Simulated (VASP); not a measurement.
Here is a VASP 6.6.1 calculation.

The input INCAR:

```
PREC     = Accurate       # precision mode
ENCUT    = 520            # plane-wave cutoff, eV
EDIFF    = 1E-7           # SCF threshold, eV
ISMEAR   = -1             # smearing method
SIGMA    = 0.02           # smearing width, eV
LREAL    = F              # projectors in reciprocal space
LASPH    = T              # aspherical terms in the spheres
NELM     = 100            # most SCF steps
ALGO     = Normal         # electronic algorithm
ISIF     = 2              # what is computed and relaxed
LWAVE    = F              # write WAVECAR
LCHARG   = F              # write CHGCAR
GGA      = PE             # functional
NBANDS   = 42             # bands
```

File KPOINTS:

```
Automatic mesh
0
Gamma
  1 1 1
```

POSCAR

```
N
1.0
    6.7911070000      0.0000000000      0.0000000000
    0.0000000000      6.7911070000      0.0000000000
    0.0000000000      0.0000000000      6.7911070000
N
12
Direct
    0.6471257190      0.9555732225      0.7321928516
    0.6958953820      0.9044622622      0.5817313731
    0.2418015207      0.1523462964      0.3298431316
    0.3265594254      0.2866395714      0.3672449867
    0.6899906009      0.4529600255      0.8387734135
    0.5414139403      0.3907757601      0.8211474212
    0.4058101279      0.7103554693      0.0975246009
    0.5357889369      0.7016234614      0.1960505114
    0.1990986153      0.7842756711      0.6333282630
    0.1440707678      0.6523236933      0.5539892097
    0.8983513292      1.0374155495      1.1261050665
    0.9751723835      1.0106452453      0.9870702965
```

Potentials or basis: VASP PAW PBE potentials, release 64 (N).

Launch:

```bash
$ cat potpaw_PBE.64/N/POTCAR > POTCAR
$ mpirun -np 1 vasp_gam > vasp.out
```

Q: What does it give for the pressure?

A: 1.4 GPa.

Q: What does it give for the largest force?

A: 3.100 eV/Å.

Q: What does it give for the band gap on the k mesh?

A: 7.22 eV.

Stress tensor (GPa, compression positive):
```
2.13 0.63 0.20
0.63 1.10 0.44
0.20 0.44 1.12
```

Caveat: the k points lie up to 0.93 Å⁻¹ apart; the standard files for N, O and F lose accuracy on very short bonds.
